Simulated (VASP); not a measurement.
# PrBe3Si (P1) in VASP: relaxation of cell and atoms with PBE

Aim: the relaxation of cell and atoms of PrBe3Si with PBE.

Everything below comes from runs of VASP 6.6.1. Logs are shortened: lines on timing, memory, paths and dates and some standing lists are left out, and cuts for length are marked.

## Step 1: The cell of the first run

The typed cell holds 10 atoms: a = 5.544 Å, b = 5.433 Å, c = 5.512 Å, α = 91.36°, β = 89.05°, γ = 119.88°.

## Step 2: Relaxation of cell and atoms, PBE

File INCAR:

```
  PREC = Accurate
  ENCUT = 600
  EDIFF = 1E-7
  ISMEAR = 0
  SIGMA = 0.2
  LREAL = F
  LASPH = T
  NELM = 200
  ALGO = Normal
  ISIF = 3
  LWAVE = F
  LCHARG = F
  GGA = PE
  IBRION = 2
  NSW = 80
  EDIFFG = -0.025
  GGA_COMPAT = F
  NELMIN = 4
  LMAXMIX = 6
```

File KPOINTS:

```
Automatic mesh
0
Gamma
  4 4 4
```

File POSCAR:

```
PrBe3Si
1.0
    1.9508676663     -2.0152480643     -4.7818821271
    1.9508590072     -1.8596125137      4.7170112001
   -3.9103637120     -3.8834976164     -0.0648637090
Pr Be Si
2 6 2
Direct
    0.9982152244      0.0037752604      1.0150776674
    0.4509991696      0.5353892545      0.5219685757
    0.1085483544      0.8191396204      0.4443650904
    0.5326098065      0.3585353784      0.0178256320
    0.9593674308      0.5105819411      0.7613369470
    0.5106024805      0.0259710870      0.2781276389
    0.4822494783      0.0435188542      0.7074907625
    1.0036640416      0.5781743504      0.2318846257
    0.3555680507      0.6662905020     -0.0066584078
    0.8681759430      0.1886237719      0.5285814681
```

Potentials or basis: VASP PAW PBE potentials, release 64 (Pr_3, Be, Si), 4f in core.

Run with:

```
> cat potpaw_PBE.64/Pr_3/POTCAR potpaw_PBE.64/Be/POTCAR potpaw_PBE.64/Si/POTCAR > POTCAR
> mpirun -np 1 vasp_std > vasp.out
```

OUTCAR:

```text
PREC = Accurate
   ENCUT = 600
   EDIFF = 1E-7
   ISMEAR = 0
   LREAL = F
   LASPH = T
   NELM = 200
   ISIF = 3
   GGA = PE
   IBRION = 2
   NSW = 80
   EDIFFG = -0.025
   NELMIN = 4

 ion  position               nearest neighbor table
   1  0.998  0.004  0.015-   4 2.61   8 2.64   3 2.78   5 2.90   7 3.07   9 3.09   6 3.10  10 3.10
                             9 3.13   4 3.15   6 3.16  10 3.17   9 3.30   2 3.87   2 3.88   2 3.91
   2  0.451  0.535  0.522-   9 2.79  10 2.82   7 2.84   6 2.88   5 2.95   7 2.97   4 3.02   3 3.02
                             4 3.03   8 3.08  10 3.12   9 3.13   1 3.87   1 3.88   1 3.91
   3  0.109  0.819  0.444-   8 1.62   6 2.13   5 2.29   7 2.32   1 2.78   2 3.02
   4  0.533  0.359  0.018-   6 2.29   7 2.31   9 2.33   1 2.61   2 3.02   2 3.03   1 3.15
   5  0.959  0.511  0.761-  10 2.00   3 2.29   9 2.32   1 2.90   2 2.95
   6  0.511  0.026  0.278-   3 2.13  10 2.21   4 2.29   9 2.29   7 2.37   2 2.88   1 3.10   1 3.16

   7  0.482  0.044  0.707-  10 2.11   4 2.31   3 2.32   6 2.37   9 2.42   2 2.84   2 2.97   1 3.07

   8  0.004  0.578  0.232-   3 1.62   9 2.19  10 2.50   1 2.64   2 3.08
   9  0.356  0.666  0.993-   8 2.19   6 2.29   5 2.32   4 2.33   7 2.42   2 2.79   1 3.09   2 3.13
                             1 3.13   1 3.30
  10  0.868  0.189  0.529-   5 2.00   7 2.11   6 2.21   8 2.50   2 2.82   1 3.10   2 3.12   1 3.17

  LATTYP: Found a triclinic cell.
 ALAT       =     5.4326976935
 B/A-ratio  =     1.0122582435
 C/A-ratio  =     1.0145064104
 COS(alpha) =     0.0067619576
 COS(beta)  =     0.0238034209
 COS(gamma) =     0.4857230767

  Lattice vectors:

 A1 = (   1.9508590072,  -1.8596125137,   4.7170112001)
 A2 = (   3.9017266735,  -3.8748605780,  -0.0648709270)
 A3 = (   3.9103637120,   3.8834976164,   0.0648637090)

Analysis of symmetry for initial positions (statically):
=====================================================================
 Subroutine PRICEL returns:
 Original cell was already a primitive cell.

 Routine SETGRP: Setting up the symmetry group for a
 triclinic supercell.

 Subroutine GETGRP returns: Found  1 space group operations
 (whereof  1 operations were pure point group operations)
 out of a pool of  2 trial point group operations.

The static configuration has the point symmetry C_1 .

Analysis of symmetry for dynamics (positions and initial velocities):
=====================================================================
 Subroutine PRICEL returns:
 Original cell was already a primitive cell.

 Routine SETGRP: Setting up the symmetry group for a
 triclinic supercell.

 Subroutine GETGRP returns: Found  1 space group operations
 (whereof  1 operations were pure point group operations)
 out of a pool of  2 trial point group operations.

The dynamic configuration has the point symmetry C_1 .

 Subroutine INISYM returns: Found  1 space group operations
 (whereof  1 operations are pure point group operations),
 and found     1 'primitive' translations

----------------------------------------------------------------------------------------

                                     Primitive cell

  volume of cell :     143.8900

  direct lattice vectors                    reciprocal lattice vectors
     1.950867666 -2.015248064 -4.781882127     0.128147370 -0.127310386 -0.103189375
     1.950859007 -1.859612514  4.717011200     0.128151459 -0.130832170  0.107419171
    -3.910363712 -3.883497616 -0.064863709    -0.127864324 -0.128786187  0.002109993

  length of vectors
     5.543780848  5.432697693  5.511506636     0.208033002  0.212317525  0.181492753

  position of ions in fractional coordinates (direct lattice)
     0.998215224  0.003775260  0.015077667
     0.450999170  0.535389254  0.521968576
     0.108548354  0.819139620  0.444365090
     0.532609806  0.358535378  0.017825632
     0.959367431  0.510581941  0.761336947
     0.510602480  0.025971087  0.278127639
     0.482249478  0.043518854  0.707490763
     0.003664042  0.578174350  0.231884626
     0.355568051  0.666290502  0.993341592
     0.868175943  0.188623772  0.528581468

  ion indices of the primitive-cell ions
   primitive index   ion index
                 1           1
                 2           2
                 3           3
                 4           4
                 5           5
                 6           6
                 7           7
                 8           8
                 9           9
                10          10

----------------------------------------------------------------------------------------

 KPOINTS: Automatic mesh

Automatic generation of k-mesh.
 Grid dimensions read from file:
 generate k-points for:    4    4    4

 Generating k-lattice:

  Cartesian coordinates                     Fractional coordinates (reciprocal lattice)
     0.032036843 -0.031827597 -0.025797344     0.250000000 -0.000000000 -0.000000000
     0.032037865 -0.032708042  0.026854793     0.000000000  0.250000000 -0.000000000
    -0.031966081 -0.032196547  0.000527498     0.000000000  0.000000000  0.250000000

  Length of vectors
     0.052008251  0.053079381  0.045373188

  Shift w.r.t. Gamma in fractional coordinates (k-lattice)
     0.000000000  0.000000000  0.000000000

 Subroutine IBZKPT returns following result:
 ===========================================

 Found     36 irreducible k-points:

 Following reciprocal coordinates:
            Coordinates               Weight
  0.000000  0.000000  0.000000      1.000000
  0.250000 -0.000000 -0.000000      2.000000
  0.500000 -0.000000 -0.000000      1.000000
  0.000000  0.250000 -0.000000      2.000000
  0.250000  0.250000 -0.000000      2.000000
  0.500000  0.250000 -0.000000      2.000000
[... 16 lines left out ...]
  0.000000 -0.250000  0.250000      2.000000
  0.250000 -0.250000  0.250000      2.000000
 [... further k-points ...]
   k-points           NKPTS =     36   k-points in BZ     NKDIM =     36   number of bands    NBANDS=     27
   number of dos      NEDOS =    301   number of ions     NIONS =     10
   total plane-waves  NPLWV = 110592
   dimension x,y,z NGX =    48 NGY =   48 NGZ =   48
   dimension x,y,z NGXF=    96 NGYF=   96 NGZF=   96
   ions per type =               2   6   2
   NGX,Y,Z   is equivalent  to a cutoff of  14.39, 14.69, 14.48 a.u.
   NGXF,Y,Z  is equivalent  to a cutoff of  28.79, 29.38, 28.96 a.u.
 SYSTEM =  unknown system
   PREC   = accura    normal or accurate (medium, high low for compatibility)
   ISTART =      0    job   : 0-new  1-cont  2-samecut
   ICHARG =      2    charge: 1-file 2-atom 10-const
   ISPIN  =      1    spin polarized calculation?
   LNONCOLLINEAR =      F non collinear calculations
   LSORBIT =      F    spin-orbit coupling
   LASPH  =      T    aspherical Exc in radial PAW
   ENCUT  =  600.0 eV  44.10 Ry    6.64 a.u.  11.07 10.85 11.01*2*pi/ulx,y,z
   NELM   =    200;   NELMIN=  4; NELMDL= -5     # of ELM steps
   EDIFF  = 0.1E-06   stopping-criterion for ELM
   LREAL  =      F    real-space projection
   EDIFFG = -.3E-01   stopping-criterion for IOM
   NSW    =     80    number of steps for IOM
   IBRION =      2    ionic relax: 0-MD 1-quasi-New 2-CG
   NFREE  =      1    steps in history (QN), initial steepest desc. (CG)
   ISIF   =      3    stress and relaxation
   ISYM   =      2    0-nonsym 1-usesym 2-fastsym
   POTIM  = 0.5000    time-step for ionic-motion
   TEBEG  =    0.0;   TEEND  =   0.0 temperature during run
   PSTRESS=    0.0 pullay stress
   NELECT =      42.0000    total number of electrons
   NUPDOWN=      -1.0000    fix difference up-down
   EMIN   =  10.00;   EMAX   =-10.00  energy-range for DOS
   EFERMI =   0.00;   METHOD = LEGACY
   ISMEAR =     0;   SIGMA  =   0.20  broadening in eV -4-tet -1-fermi 0-gaus
   EFERMI_NEDOS =   21; number of points for ismear=-14 and -15
   IALGO  =     38    algorithm
   IMIX   =      4    mixing-type and parameters
     AMIX     =   0.40;   BMIX     =  1.00
     AMIX_MAG =   1.60;   BMIX_MAG =  1.00
  volume/ion in A,a.u.               =      14.39        97.10
  Fermi-wavevector in a.u.,A,eV,Ry     =   1.085961  2.052170 16.045517  1.179312
  Thomas-Fermi vector in A             =   2.222087
   LORBIT       =      0    0 simple, 1 ext, 2 COOP (PROOUT), +10 PAW based schemes
   GGA     = PE    functional components
   LHFCALC =     F    Hartree Fock is set to
   AEXX    =    0.0000 exact exchange contribution
   IVDW    =     0    specifies the selected vdW correction
   LEPSILON=     F    determine dielectric tensor
   LRPA    =     F    only Hartree local field effects (RPA)
 conjugate gradient relaxation of ions
 non-spin polarized calculation
 Gauss-broadening in eV      SIGMA  =   0.20
  energy-cutoff  :      600.00
  volume of cell :      143.89
 maximum number of plane-waves:      4817
 NGX is ok and might be reduce to    48
   NGX = 23   NGY = 21   NGZ = 23

--------------------------------------- Ionic step        1  -------------------------------------------

 number of electron      42.0000000 magnetization

 Free energy of the ion-electron system (eV)
  ---------------------------------------------------
  ext. energy  EPLUGINS =         0.00000000
  ---------------------------------------------------
  free energy    TOTEN  =       -41.93862190 eV

  energy without entropy =      -41.87047827  energy(sigma->0) =      -41.90455008

------------------------ aborting loop because EDIFF is reached ----------------------------------------

  FORCE on cell =-STRESS in cart. coord.  units (eV):
  Direction    XX          YY          ZZ          XY          YZ          ZX
  --------------------------------------------------------------------------------------
  -------------------------------------------------------------------------------------
  Total        4.6728927     13.6251417      5.9121516      0.8159897     -5.6402222     -2.7520320
  in kB       52.0314375    151.7123884     65.8302616      9.0858317    -62.8023982    -30.6431566
  external PRESSURE =      89.8580292 kB  Pullay stress =       0.0000000 kB
[... 113 lines left out ...]
  FREE ENERGIE OF THE ION-ELECTRON SYSTEM (eV)
  ---------------------------------------------------
  free  energy   TOTEN  =       -44.3281483104 eV

  energy  without entropy=      -44.2499179952  energy(sigma->0) =      -44.28903315

[... ionic steps 4 to 15 ...]

--------------------------------------- Ionic step       16  -------------------------------------------

 number of electron      42.0000000 magnetization

------------------------ aborting loop because EDIFF is reached ----------------------------------------
[... 83 lines left out ...]
--------------------------------------- Ionic step       18  -------------------------------------------

 number of electron      42.0000000 magnetization

 Free energy of the ion-electron system (eV)
  ---------------------------------------------------
  ext. energy  EPLUGINS =         0.00000000
  ---------------------------------------------------
  free energy    TOTEN  =       -45.24778142 eV

  energy without entropy =      -45.18167550  energy(sigma->0) =      -45.21472846

 E-fermi :   5.3210     XC(G=0): -10.3611

 val. band max:        5.3085412303   @ k =   0.5000  -0.0000   0.5000
 cond. band min:       5.3351870884   @ k =   0.5000   0.5000   0.5000
 fundamental gap:      0.0266458581
 Fermi energy:         5.3210270352

 k-point     1 :       0.0000    0.0000    0.0000
  band No.  band energies     occupation
      1     -30.0289      2.00000
      2     -29.9723      2.00000
      3     -12.3354      2.00000
      4     -12.3248      2.00000
      5     -12.2318      2.00000
      6     -12.1251      2.00000
[... 709 lines left out ...]
     26       9.2112      0.00000
     27       9.2637      0.00000

 [... further k-points ...]
[... 5 lines left out ...]
  --------------------------------------------------------------------------------------
  -------------------------------------------------------------------------------------
  Total       -0.0092682     -0.0719819     -0.0456356     -0.0210557     -0.0177156     -0.0215175
  in kB       -0.1006593     -0.7817729     -0.4956342     -0.2286793     -0.1924036     -0.2336948
  external PRESSURE =      -0.4593554 kB  Pullay stress =       0.0000000 kB
[... 25 lines left out ...]
  FREE ENERGIE OF THE ION-ELECTRON SYSTEM (eV)
  ---------------------------------------------------
  free  energy   TOTEN  =       -45.2477814179 eV

  energy  without entropy=      -45.1816754975  energy(sigma->0) =      -45.21472846

 reached required accuracy - stopping structural energy minimisation
```

It took 40 min on 1 thread of Intel Xeon Platinum 8259CL at 2.50GHz (Skylake/Cascade Lake), shared host; peak memory 0.46 GiB.

What came out:

```yaml
Free_energy: -45.2478 eV
Relaxed_volume: 14.75 Å³/atom
Relaxed_cell: a = 5.521 Å, b = 5.520 Å, c = 5.552 Å, α = 90.01°, β = 89.96°, γ = 119.34°
Space_group_after_relaxing_to_0.1_Å: Amm2 (No. 38)
Energy_gained_by_relaxing: 330.9 meV/atom
Ionic_steps: 18
Pressure_after_relaxing: 0.0 GPa
Largest_force_after_relaxing: 0.024 eV/Å
Band_gap_on_the_k_mesh: zero (bands 21 and 22 overlap by 1.41 eV)
```

Forces in eV/Å, atoms in the order of the input:
```
Pr  -0.015  0.002  0.001
Pr  -0.006  0.004  0.010
Be   0.007  0.004  0.012
Be   0.001  0.005 -0.011
Be   0.017 -0.007  0.010
Be  -0.015  0.014 -0.005
Be  -0.011  0.003 -0.012
Be   0.010 -0.021  0.007
Si   0.006 -0.006 -0.022
Si   0.006  0.001  0.009
```

Step by step:
| step | energy change (eV) | largest force (eV/Å) | pressure (GPa) | volume (Å³) |
| --- | --- | --- | --- | --- |
| 1 | 0.0000 | 6.8666 | 8.99 | 143.89 |
| 2 | -2.3506 | 1.1095 | -6.23 | 161.14 |
| 3 | -2.3895 | 1.2421 | -4.44 | 157.65 |
| 4 | -2.8931 | 0.9335 | -0.87 | 149.61 |
| 5 | -3.0236 | 0.6314 | 3.03 | 143.34 |
| 6 | -3.1701 | 0.3390 | 0.78 | 146.33 |
| 7 | -3.1839 | 0.3716 | -0.04 | 147.59 |
| 8 | -3.2271 | 0.2928 | -0.25 | 147.87 |
| 9 | -3.2474 | 0.2468 | -0.45 | 148.23 |
| 10 | -3.2756 | 0.1687 | 0.26 | 147.14 |
| 11 | -3.2776 | 0.1822 | 0.52 | 146.76 |
| 12 | -3.2917 | 0.1280 | -0.22 | 147.87 |
| 13 | -3.2938 | 0.1419 | -0.64 | 148.52 |
| 14 | -3.3040 | 0.1161 | -0.04 | 147.57 |
| 15 | -3.3048 | 0.1131 | 0.17 | 147.23 |
| 16 | -3.3083 | 0.0409 | 0.04 | 147.40 |
| 17 | -3.3084 | 0.0392 | 0.02 | 147.43 |
| 18 | -3.3092 | 0.0241 | -0.05 | 147.52 |

Final structure:
```cif
data_structure
_symmetry_space_group_name_H-M 'P 1'
_symmetry_Int_Tables_number 1
_cell_length_a 5.5209
_cell_length_b 5.5203
_cell_length_c 5.5524
_cell_angle_alpha 90.008
_cell_angle_beta 89.965
_cell_angle_gamma 119.336
_cell_volume 147.52
loop_
_atom_site_label
_atom_site_type_symbol
_atom_site_fract_x
_atom_site_fract_y
_atom_site_fract_z
_atom_site_occupancy
Pr1 Pr 0.98184 0.01861 0.99991 1
Pr2 Pr 0.47785 0.52250 0.50000 1
Be1 Be 0.10667 0.89280 0.50006 1
Be2 Be 0.59935 0.40069 0.99998 1
Be3 Be 0.96483 0.51673 0.75281 1
Be4 Be 0.48355 0.03602 0.24790 1
Be5 Be 0.48253 0.03531 0.75186 1
Be6 Be 0.96407 0.51616 0.24711 1
Si1 Si 0.35147 0.64884 0.00018 1
Si2 Si 0.85784 0.14232 0.50020 1
```

Caveat: spin-orbit coupling is left out, which moves the levels of the heavy elements; the 4f electrons are frozen in the core, so they carry no moment and show no levels. Spin polarisation is off, so any magnetic state and its effect on volume and gap are missing.

The gap in the log of VASP goes by the Fermi energy; the results here count the filled bands.